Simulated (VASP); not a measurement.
Input of a VASP 6.6.1 run:

INCAR

```
SYSTEM = Si2Ni
PREC = Accurate
ENCUT = 600
EDIFF = 1E-6
ISMEAR = -1
SIGMA = 0.05
LREAL = .FALSE.
LASPH = .TRUE.
NELM = 150
ALGO = Normal
ISIF = 3
LWAVE = .FALSE.
LCHARG = .FALSE.
ISPIN = 2
MAGMOM = 1 0 0
LORBIT = 11
LMAXMIX = 4
GGA = B5
ALDAX = 1.0
AGGAX = 1.0
AGGAC = 1.0
ALDAC = 0.0
IBRION = 2
NSW = 60
EDIFFG = -0.01
```

KPOINTS

```
regular mesh
0
G
  9 9 9
  0 0 0
```

File POSCAR:

```
Si2Ni
1.0
    0.0000000000      2.7030000000      2.7030000000
    2.7030000000      0.0000000000      2.7030000000
    2.7030000000      2.7030000000      0.0000000000
Ni Si
1 2
Direct
    0.0000000000      0.0000000000      0.0000000000
    0.7500000000      0.7500000000      0.7500000000
    0.2500000000      0.2500000000      0.2500000000
```

Potentials or basis: VASP PAW PBE potentials, release 64 (Ni, Si).

Command:

```sh
$ cat potpaw_PBE.64/Ni/POTCAR potpaw_PBE.64/Si/POTCAR > POTCAR
$ mpirun -np 1 vasp_std > vasp.out
```

Estimate the band gap on the k mesh.

zero (filled and empty bands overlap).

What does it give for the net moment?

0.00 μB per cell.

Predict the relaxed volume.

14.28 Å³/atom.

Predict the relaxed cell.

a = 3.928 Å, b = 3.928 Å, c = 3.928 Å, α = 60.00°, β = 60.00°, γ = 60.00°.

Final structure:
```yaml
crystal:
  lattice:
    - [0.00000, 2.77724, 2.77724]
    - [2.77724, 0.00000, 2.77724]
    - [2.77724, 2.77724, 0.00000]
  atoms:
    - { symbol: Ni, position: [0.00000, 0.00000, 0.00000] }
    - { symbol: Si, position: [0.75000, 0.75000, 0.75000] }
    - { symbol: Si, position: [0.25000, 0.25000, 0.25000] }
```

Caveat: the PAW data sets were made with another functional, which shifts forces and pressure a little. BLYP gives volumes clearly too large for solids.
